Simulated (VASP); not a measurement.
Write the native input for VASP 6.6.1 that does the following.

```
Task                   : single point
Functional             : PBEsol
Potentials or basis    : VASP PAW PBE potentials, release 64 (Mn_pv, As)
Cutoff                 : 520 eV
k mesh                 : 15 × 15 × 8
Occupations            : gaussian, width 0.1 eV
Spin                   : collinear spin, ferromagnetic start
Starting moments       : [2.76, 2.76, 0.0, 0.0] μB
Dipole correction      : no
Further INCAR settings : ALGO = Normal; EDIFF = 1e-06; NBANDS = 30
```

The structure of MnAs lies in POSCAR:

```
MnAs
1.0
    3.5707910688      0.0000000000      0.0000000000
   -1.7853955344      3.0923957772      0.0000000000
    0.0000000000      0.0000000000      5.3384356354
Mn As
2 2
Direct
    0.0000000000      0.0000000000      0.0000000000
    0.0000000000      0.0000000000      0.5000000000
    0.6666666667      0.3333333333      0.7500000000
    0.3333333333      0.6666666667      0.2500000000
```

These files were run (other wordings do the same):

INCAR

```
PREC = Accurate
ENCUT = 520
EDIFF = 1E-6
ISMEAR = 0
SIGMA = 0.1
LREAL = F
LASPH = T
NELM = 150
ALGO = Normal
ISIF = 2
LWAVE = F
LCHARG = T
ISPIN = 2
MAGMOM = 2.76 2.76 0 0
LORBIT = 11
LMAXMIX = 4
GGA = PS
LELF = T
LVHAR = T
NBANDS = 30
```

KPOINTS

```
Automatic mesh
0
Gamma
  15 15 8
```

Potentials or basis: VASP PAW PBE potentials, release 64 (Mn_pv, As).

Launch:

```console
$ cat potpaw_PBE.64/Mn_pv/POTCAR potpaw_PBE.64/As/POTCAR > POTCAR
$ mpirun -np 1 vasp_std > vasp.out
```

It gave:

```json
{
  "Pressure": "0.3 GPa",
  "Net moment": "4.84 μB per cell",
  "Site moments": "Mn +2.47; As -0.09 μB",
  "Valence electrons inside the program's atomic spheres": "Mn 11.82; As 2.85"
}
```

Caveat: the PAW data sets were made with another functional, which shifts forces and pressure a little; only a ferromagnetic start was run, and an antiferromagnetic order may lie lower in energy.

Run time: 3.9 min on 1 thread of Intel(R) Xeon(R) Platinum 8559C (Emerald Rapids) (shared host), peak memory 0.44 GiB.
